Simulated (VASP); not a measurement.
Here is a VASP 6.6.1 calculation.

INCAR

```
SYSTEM = BH3C18
  PREC = Accurate
  ENCUT = 520
  EDIFF = 1E-6
  ISMEAR = 0
  SIGMA = 0.02
  LREAL = Auto
  LASPH = .TRUE.
  NELM = 80
  ALGO = Normal
  ISIF = 2
  LWAVE = .FALSE.
  LCHARG = .TRUE.
  GGA = PS
  LELF = .TRUE.
  LVHAR = .TRUE.
  NBANDS = 56
```

The input KPOINTS:

```
regular mesh
0
G
  2 2 1
  0 0 0
```

File POSCAR:

```
BH3C18
1.0
    7.3980000000      0.0000000000      0.0000000000
   -3.6990000000      6.4068560000      0.0000000000
    0.0000000000      0.0000000000     13.0000000000
C B H
18 1 3
Direct
    0.0023674170     -0.0024322382      0.0716345385
    0.2236717883      0.1103308706      0.0712824615
    0.0008670881      0.3335392586      0.0839901538
    0.2257412455      0.4461929533      0.0786518462
    0.0006279527      0.6648460649      0.0683096154
    0.2227717579      0.7757600608      0.0726314615
    0.3345249867     -0.0022744385      0.0703186923
    0.5570380135      0.1097221476      0.0661920000
    0.3351401828      0.3320386786      0.0740246923
    0.5581266758      0.4445734382      0.0685640769
    0.3303004795      0.6626563794      0.0791925385
    0.5578383949      0.7777062572      0.1004012308
    0.6673301627      0.0021380221      0.0714931538
    0.8883842395      0.1074578545      0.0758523846
    0.6681004223      0.3329121179      0.0645858462
    0.8884089995      0.4446352470      0.0707525385
    0.6702812640      0.6639061343      0.0729659231
    0.8891925354      0.7754188638      0.0683305385
    0.9237795624      0.1984720743      0.2019834615
    0.5685915164     -0.2117764158      0.1872350769
    1.0542336676      0.1814573326      0.2486758462
    0.7723758430      0.1884297072      0.2415326154
```

Potentials or basis: VASP PAW PBE potentials, release 64 (C, B, H).

Launch:

```console
$ cat potpaw_PBE.64/C/POTCAR potpaw_PBE.64/B/POTCAR potpaw_PBE.64/H/POTCAR > POTCAR
$ mpirun -np 1 vasp_std > vasp.out
```

(1) Predict the largest force.

(2) What does it give for the band gap on the k mesh?

Answers

(1) 0.199 eV/Å.

(2) zero (band 39 reaches -1.75 eV, above the bottom of band 40 at -1.84 eV).

Caveat: the k points lie up to 0.49 Å⁻¹ apart; the PAW data sets were made with another functional, which shifts forces and pressure a little.
